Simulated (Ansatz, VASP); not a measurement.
One calculation of HRh6, two programs

The input INCAR:

```
SYSTEM = HRh6
PREC = Accurate ; ENCUT = 520
EDIFF = 1E-6 ; ISMEAR = 0
SIGMA = 0.1 ; LREAL = .FALSE.
LASPH = .TRUE. ; NELM = 60
ALGO = Normal ; ISIF = 2
LWAVE = .FALSE. ; LCHARG = .FALSE.
LDIPOL = .TRUE. ; IDIPOL = 3
DIPOL = 0.5 0.5 0.291 ; GGA = PE
NBANDS = 104
```

KPOINTS

```
Automatic mesh
0
G
  5 5 1
  0 0 0
```

POSCAR

```
HRh6
1.0
    5.4163401145      0.0000000000      0.0000000000
    0.0000000000      5.4163401145      0.0000000000
    0.0000000000      0.0000000000     21.6737367085
Rh H
12 2
Direct
    0.2500000000      0.2500000000      0.1845551625
    0.2500000000      0.7500000000      0.1845551625
    0.7500000000      0.2500000000      0.1845551625
    0.7500000000      0.7500000000      0.1845551625
    0.0000000000      0.0000000000      0.2693761947
    0.0000000000      0.5000000000      0.2693761947
    0.5000000000      0.0000000000      0.2693761947
    0.5000000000      0.5000000000      0.2693761947
    0.2500000000      0.2500000000      0.3540569313
    0.2500000000      0.7500000000      0.3540569313
    0.7500000000      0.2500000000      0.3540569313
    0.7500000000      0.7500000000      0.3540569313
    0.2936798694      0.5000000000      0.4191126261
    0.7063201306      0.5000000000      0.4191126261
```

Input for Ansatz:

```yaml
crystal:
  lattice:
    - [5.4163401145, 0.0, 0.0]
    - [0.0, 5.4163401145, 0.0]
    - [0.0, 0.0, 21.6737367085]
  atoms:
    - { symbol: Rh, position: [0.25, 0.25, 0.1845551625] }
    - { symbol: Rh, position: [0.25, 0.75, 0.1845551625] }
    - { symbol: Rh, position: [0.75, 0.25, 0.1845551625] }
    - { symbol: Rh, position: [0.75, 0.75, 0.1845551625] }
    - { symbol: Rh, position: [0.0, 0.0, 0.2693761947] }
    - { symbol: Rh, position: [0.0, 0.5, 0.2693761947] }
    - { symbol: Rh, position: [0.5, 0.0, 0.2693761947] }
    - { symbol: Rh, position: [0.5, 0.5, 0.2693761947] }
    - { symbol: Rh, position: [0.25, 0.25, 0.3540569313] }
    - { symbol: Rh, position: [0.25, 0.75, 0.3540569313] }
    - { symbol: Rh, position: [0.75, 0.25, 0.3540569313] }
    - { symbol: Rh, position: [0.75, 0.75, 0.3540569313] }
    - { symbol: H, position: [0.2936798694, 0.5, 0.4191126261] }
    - { symbol: H, position: [0.7063201306, 0.5, 0.4191126261] }
basis:
  ecutwfc: 420
kpoints:
  mp_grid: { grid: [5, 5, 1] }
hamiltonian:
  xc: pbe
scf:
  occupations: { method: gaussian, width: 0.1 }
output:
  forces: true
  eigenvalues: true
efield:
  axis: 3
  dipole_correction: true
  ramp_width: 0.04
```

Alike in both runs: task single point; functional PBE; k mesh 5 × 5 × 1; occupations gaussian, width 0.1 eV; no spin polarisation.

|  | VASP | Ansatz |
| --- | --- | --- |
| version | VASP 6.6.1 | Ansatz 0.2.0 |
| potentials or method | VASP PAW PBE potentials, release 64 (Rh_pv, H), cutoff 520 eV | scalar-relativistic, plane waves, PAW |
| valence electrons in the cell | 182 | 206 |

```csv
,VASP,Ansatz,Ansatz less VASP
gap on the k mesh at the Fermi level (eV),none,none,-
rms of the force components (eV/Å),0.444,0.443,-0.0009
```

Atom by atom the forces differ by 0.002 eV/Å (rms over components). A gap of «none» marks a metal or a gap that the smearing closes. VASP's potentials hold 182 valence electrons a cell and Ansatz's 206, so a difference there can come from the potentials and not from the codes.
